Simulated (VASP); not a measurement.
# SrO (C2) in VASP: single point with PBE

Aim: the single point of SrO with PBE.

Everything below comes from runs of VASP 6.6.1. Logs are shortened: lines on timing, memory, paths and dates and some standing lists are left out, and cuts for length are marked.

## Step 1: The cell of the first run

Symmetry: C2, No. 5, monoclinic system. Conventional cell: a = 6.154 Å, b = 3.553 Å, c = 6.217 Å, α = 90.00°, β = 90.00°, γ = 90.00°. Within 3.1 Å of Sr (site symmetry 1) lie 6 O at 2.33 to 2.85 Å. O (site symmetry 2) has 6 Sr at 2.33 to 2.85 Å within 3.1 Å. Within 3.4 Å of O (site symmetry 2) lie 6 Sr at 2.57 Å and 2 O at 3.13 Å.

## Step 2: Single point, PBE (one atom moved)

INCAR

```
PREC = Accurate ; ENCUT = 520
EDIFF = 1E-6 ; ISMEAR = 0
SIGMA = 0.02 ; LREAL = False
LASPH = True ; NELM = 80
ALGO = Normal ; ISIF = 2
LWAVE = False ; LCHARG = False
GGA = PE ; NBANDS = 24
```

KPOINTS

```
regular mesh
0
Gamma
  9 9 6
```

POSCAR

```
SrO
1.0
    3.5532880902      0.0000000000      0.0000000000
   -1.7766440451      3.0772377531      0.0000000000
    0.0000000000      0.0000000000      6.2173039800
Sr O
2 2
Direct
    0.3333333300      0.6666666700      0.2500000000
    0.6666666700      0.3333333300      0.7500000000
    0.1055360529      0.0000000000      0.0000000000
    0.0000000000      0.0000000000      0.5000000000
```

Potentials or basis: VASP PAW PBE potentials, release 64 (Sr_sv, O).

Run with:

```bash
$ cat potpaw_PBE.64/Sr_sv/POTCAR potpaw_PBE.64/O/POTCAR > POTCAR
$ mpirun -np 1 vasp_std > vasp.out
```

OUTCAR:

```text
PREC = Accurate
   ENCUT = 520
   EDIFF = 1E-6
   ISMEAR = 0
   LREAL = False
   LASPH = True
   NELM = 80
   ISIF = 2
   GGA = PE

 ion  position               nearest neighbor table
   1  0.333  0.667  0.250-   3 2.33   4 2.57   4 2.57   4 2.57   3 2.60   3 2.85   2 3.72   2 3.72
                             2 3.72   2 3.72   2 3.72   2 3.72
   2  0.667  0.333  0.750-   3 2.33   4 2.57   4 2.57   4 2.57   3 2.60   3 2.85   1 3.72   1 3.72
                             1 3.72   1 3.72   1 3.72   1 3.72
   3  0.106  0.000  0.000-   1 2.33   2 2.33   2 2.60   1 2.60   2 2.85   1 2.85
   4  0.000  0.000  0.500-   1 2.57   2 2.57   2 2.57   1 2.57   2 2.57   1 2.57

  LATTYP: Found a hexagonal cell.
 ALAT       =     3.5532880902
 C/A-ratio  =     1.7497325919

  Lattice vectors:

 A1 = (   3.5532880902,   0.0000000000,   0.0000000000)
 A2 = (  -1.7766440451,   3.0772377531,   0.0000000000)
 A3 = (   0.0000000000,   0.0000000000,   6.2173039800)

Analysis of symmetry for initial positions (statically):
=====================================================================
 Subroutine PRICEL returns:
 Original cell was already a primitive cell.

 Routine SETGRP: Setting up the symmetry group for a
 hexagonal supercell.

 Subroutine GETGRP returns: Found  2 space group operations
 (whereof  2 operations were pure point group operations)
 out of a pool of 24 trial point group operations.

The static configuration has the point symmetry C_2 .

Analysis of symmetry for dynamics (positions and initial velocities):
=====================================================================
 Subroutine PRICEL returns:
 Original cell was already a primitive cell.

 Routine SETGRP: Setting up the symmetry group for a
 hexagonal supercell.

 Subroutine GETGRP returns: Found  2 space group operations
 (whereof  2 operations were pure point group operations)
 out of a pool of 24 trial point group operations.

The dynamic configuration has the point symmetry C_2 .

 Subroutine INISYM returns: Found  2 space group operations
 (whereof  2 operations are pure point group operations),
 and found     1 'primitive' translations

----------------------------------------------------------------------------------------

                                     Primitive cell

  volume of cell :      67.9819

  direct lattice vectors                    reciprocal lattice vectors
     3.553288090  0.000000000  0.000000000     0.281429475  0.162483383  0.000000000
    -1.776644045  3.077237753  0.000000000     0.000000000  0.324966766  0.000000000
     0.000000000  0.000000000  6.217303980     0.000000000  0.000000000  0.160841420

  length of vectors
     3.553288090  3.553288090  6.217303980     0.324966766  0.324966766  0.160841420

  position of ions in fractional coordinates (direct lattice)
     0.333333330  0.666666670  0.250000000
     0.666666670  0.333333330  0.750000000
     0.105536053  0.000000000  0.000000000
     0.000000000  0.000000000  0.500000000

  ion indices of the primitive-cell ions
   primitive index   ion index
                 1           1
                 2           2
                 3           3
                 4           4

----------------------------------------------------------------------------------------

 KPOINTS: regular mesh

Automatic generation of k-mesh.
 Grid dimensions read from file:
 generate k-points for:    9    9    6

 Generating k-lattice:

  Cartesian coordinates                     Fractional coordinates (reciprocal lattice)
     0.031269942  0.018053709  0.000000000     0.111111111 -0.000000000  0.000000000
     0.000000000  0.036107418  0.000000000     0.000000000  0.111111111  0.000000000
     0.000000000  0.000000000  0.026806903     0.000000000  0.000000000  0.166666667

  Length of vectors
     0.036107418  0.036107418  0.026806903

  Shift w.r.t. Gamma in fractional coordinates (k-lattice)
     0.000000000  0.000000000  0.000000000

 Subroutine IBZKPT returns following result:
 ===========================================

 Found    140 irreducible k-points:

 Following reciprocal coordinates:
            Coordinates               Weight
  0.000000  0.000000  0.000000      1.000000
  0.111111 -0.000000  0.000000      4.000000
  0.000000  0.111111  0.000000      2.000000
  0.222222  0.000000  0.000000      4.000000
  0.000000  0.222222  0.000000      2.000000
  0.333333  0.000000  0.000000      4.000000
[... 16 lines left out ...]
 -0.222222 -0.444444  0.000000      4.000000
  0.444444  0.333333  0.000000      4.000000
 [... further k-points ...]
   k-points           NKPTS =    140   k-points in BZ     NKDIM =    140   number of bands    NBANDS=     24
   number of dos      NEDOS =    301   number of ions     NIONS =      4
   total plane-waves  NPLWV =  37632
   dimension x,y,z NGX =    28 NGY =   28 NGZ =   48
   dimension x,y,z NGXF=    56 NGYF=   56 NGZF=   96
   ions per type =               2   2
   NGX,Y,Z   is equivalent  to a cutoff of  13.10, 13.10, 12.83 a.u.
   NGXF,Y,Z  is equivalent  to a cutoff of  26.20, 26.20, 25.67 a.u.
 SYSTEM =  unknown system
   PREC   = accura    normal or accurate (medium, high low for compatibility)
   ISTART =      0    job   : 0-new  1-cont  2-samecut
   ICHARG =      2    charge: 1-file 2-atom 10-const
   ISPIN  =      1    spin polarized calculation?
   LNONCOLLINEAR =      F non collinear calculations
   LSORBIT =      F    spin-orbit coupling
   LASPH  =      T    aspherical Exc in radial PAW
   ENCUT  =  520.0 eV  38.22 Ry    6.18 a.u.   6.61  6.61 11.56*2*pi/ulx,y,z
   NELM   =     80;   NELMIN=  2; NELMDL= -5     # of ELM steps
   EDIFF  = 0.1E-05   stopping-criterion for ELM
   LREAL  =      F    real-space projection
[... 7 lines left out ...]
   TEBEG  =    0.0;   TEEND  =   0.0 temperature during run
   PSTRESS=    0.0 pullay stress
   NELECT =      32.0000    total number of electrons
   NUPDOWN=      -1.0000    fix difference up-down
   EMIN   =  10.00;   EMAX   =-10.00  energy-range for DOS
   EFERMI =   0.00;   METHOD = LEGACY
   ISMEAR =     0;   SIGMA  =   0.02  broadening in eV -4-tet -1-fermi 0-gaus
   EFERMI_NEDOS =   21; number of points for ismear=-14 and -15
   IALGO  =     38    algorithm
   IMIX   =      4    mixing-type and parameters
     AMIX     =   0.40;   BMIX     =  1.00
     AMIX_MAG =   1.60;   BMIX_MAG =  1.00
  volume/ion in A,a.u.               =      17.00       114.69
  Fermi-wavevector in a.u.,A,eV,Ry     =   1.273484  2.406537 22.065419  1.621763
  Thomas-Fermi vector in A             =   2.406305
   LORBIT       =      0    0 simple, 1 ext, 2 COOP (PROOUT), +10 PAW based schemes
   GGA     = PE    functional components
   LHFCALC =     F    Hartree Fock is set to
   AEXX    =    0.0000 exact exchange contribution
   IVDW    =     0    specifies the selected vdW correction
   LEPSILON=     F    determine dielectric tensor
   LRPA    =     F    only Hartree local field effects (RPA)
 non-spin polarized calculation
 Gauss-broadening in eV      SIGMA  =   0.02
  energy-cutoff  :      520.00
  volume of cell :       67.98
 maximum number of plane-waves:      1865
   NGX = 13   NGY = 13   NGZ = 23

 number of electron      32.0000014 magnetization

 Free energy of the ion-electron system (eV)
  ---------------------------------------------------
  ext. energy  EPLUGINS =         0.00000000
  ---------------------------------------------------
  free energy    TOTEN  =       -23.53246310 eV

  energy without entropy =      -23.53246310  energy(sigma->0) =      -23.53246310

 E-fermi :   2.2741     XC(G=0): -10.0060

 val. band max:        2.0734605609   @ k =   0.0000   0.0000   0.0000
 cond. band min:       5.2071506980   @ k =   0.0000   0.0000   0.0000
 fundamental gap:      3.1336901371
 Fermi energy:         2.2741371375

 k-point     1 :       0.0000    0.0000    0.0000
  band No.  band energies     occupation
      1     -30.7371      2.00000
      2     -30.6254      2.00000
      3     -15.0325      2.00000
      4     -13.4506      2.00000
      5     -12.4544      2.00000
      6     -12.4416      2.00000
[... 16 lines left out ...]
     23       9.5132      0.00000
     24      10.2496      0.00000

 k-point     2 :       0.1111   -0.0000    0.0000
  band No.  band energies     occupation
      1     -30.7210      2.00000
      2     -30.6156      2.00000
      3     -14.9505      2.00000
      4     -13.6874      2.00000
      5     -12.5646      2.00000
      6     -12.4861      2.00000
[... 16 lines left out ...]
     23       9.7224      0.00000
     24      10.0928      0.00000

 k-point     3 :       0.0000    0.1111    0.0000
  band No.  band energies     occupation
      1     -30.7208      2.00000
      2     -30.6156      2.00000
      3     -14.9437      2.00000
      4     -13.7146      2.00000
      5     -12.5433      2.00000
      6     -12.5013      2.00000
[... 16 lines left out ...]
     23       9.8331      0.00000
     24      10.1728      0.00000

 k-point     4 :       0.2222    0.0000    0.0000
  band No.  band energies     occupation
      1     -30.6789      2.00000
      2     -30.5912      2.00000
      3     -14.7457      2.00000
      4     -14.0881      2.00000
      5     -12.8279      2.00000
      6     -12.5804      2.00000
[... 16 lines left out ...]
     23      10.1153      0.00000
     24      10.6014      0.00000

 k-point     5 :       0.0000    0.2222    0.0000
  band No.  band energies     occupation
      1     -30.6783      2.00000
      2     -30.5913      2.00000
      3     -14.7036      2.00000
      4     -14.1710      2.00000
      5     -12.7986      2.00000
      6     -12.6133      2.00000
[... 16 lines left out ...]
     23      10.1228      0.00000
     24      10.7124      0.00000

 k-point     6 :       0.3333    0.0000    0.0000
  band No.  band energies     occupation
      1     -30.6280      2.00000
      2     -30.5657      2.00000
      3     -14.7206      2.00000
      4     -14.1363      2.00000
      5     -13.1023      2.00000
      6     -12.6779      2.00000
[... 16 lines left out ...]
     23      10.8616      0.00000
     24      11.1545      0.00000
[... 379 lines left out ...]
 k-point    21 :      -0.4444    0.2222    0.0000
  band No.  band energies     occupation
      1     -30.6046      2.00000
      2     -30.5554      2.00000
      3     -14.7862      2.00000
      4     -13.9480      2.00000
      5     -13.1436      2.00000
      6     -12.7841      2.00000
[... 16 lines left out ...]
     23      11.2253      0.00000
     24      11.3445      0.00000

 k-point    22 :       0.3333    0.2222    0.0000
  band No.  band energies     occupation
      1     -30.5722      2.00000
      2     -30.5486      2.00000
      3     -14.8872      2.00000
      4     -13.7097      2.00000
      5     -13.1034      2.00000
      6     -12.9583      2.00000
[... 16 lines left out ...]
     23      11.0201      0.00000
     24      11.5337      0.00000

 k-point    23 :      -0.2222   -0.4444    0.0000
  band No.  band energies     occupation
      1     -30.5707      2.00000
      2     -30.5497      2.00000
      3     -14.8900      2.00000
      4     -13.7122      2.00000
      5     -13.1409      2.00000
      6     -12.9039      2.00000
[... 16 lines left out ...]
     23      10.9831      0.00000
     24      11.6394      0.00000

 k-point    24 :       0.4444    0.3333    0.0000
  band No.  band energies     occupation
      1     -30.5731      2.00000
      2     -30.5480      2.00000
      3     -14.8890      2.00000
      4     -13.6775      2.00000
      5     -13.1639      2.00000
      6     -12.9035      2.00000
[... 16 lines left out ...]
     23      11.1481      0.00000
     24      11.7371      0.00000

 [... further k-points ...]
[... 5 lines left out ...]
  --------------------------------------------------------------------------------------
  -------------------------------------------------------------------------------------
  Total        1.7634248      1.7194948      1.9047081      0.0000000     -1.0924096      0.0000000
  in kB       41.5598478     40.5245195     44.8895686      0.0000000    -25.7455701      0.0000000
  external PRESSURE =      42.3246453 kB  Pullay stress =       0.0000000 kB

 VOLUME and BASIS-vectors are now :
 -----------------------------------------------------------------------------
  energy-cutoff  :      520.00
  volume of cell :       67.98
      direct lattice vectors                 reciprocal lattice vectors
     3.553288090  0.000000000  0.000000000     0.281429475  0.162483383  0.000000000
    -1.776644045  3.077237753  0.000000000     0.000000000  0.324966766  0.000000000
     0.000000000  0.000000000  6.217303980     0.000000000  0.000000000  0.160841420

 POSITION                                       TOTAL-FORCE (eV/Angst)
 -----------------------------------------------------------------------------------
     -0.00000      2.05149      1.55433         0.663018     -0.296593      0.466976
      1.77664      1.02575      4.66298         0.663018      0.296593     -0.466976
      0.37500      0.00000      0.00000        -1.161703      0.000000      0.000000
      0.00000      0.00000      3.10865        -0.164333      0.000000      0.000000
 -----------------------------------------------------------------------------------
    total drift:                                0.000255      0.000002     -0.000001

  FREE ENERGIE OF THE ION-ELECTRON SYSTEM (eV)
  ---------------------------------------------------
  free  energy   TOTEN  =       -23.5324630983 eV

  energy  without entropy=      -23.5324630983  energy(sigma->0) =      -23.53246310
```

Run time: 2 min. Hardware: 1 thread of Intel Xeon 6975P-C (Granite Rapids), shared host; peak memory 0.32 GiB.

What came out:

```yaml
Free_energy: -23.5325 eV
Pressure: 4.2 GPa
Largest_force: 1.162 eV/Å
Band_gap_on_the_k_mesh: 3.13 eV, direct
```

Forces on the atoms (eV/Å):
```
Sr   0.663 -0.297  0.467
Sr   0.663  0.297 -0.467
O   -1.162  0.000  0.000
O   -0.164  0.000  0.000
```

Caveat: the cell differs from its parent crystal (one atom moved); forces of over 1 eV/Å act on the atoms, so gaps and moduli don't describe the material at rest.
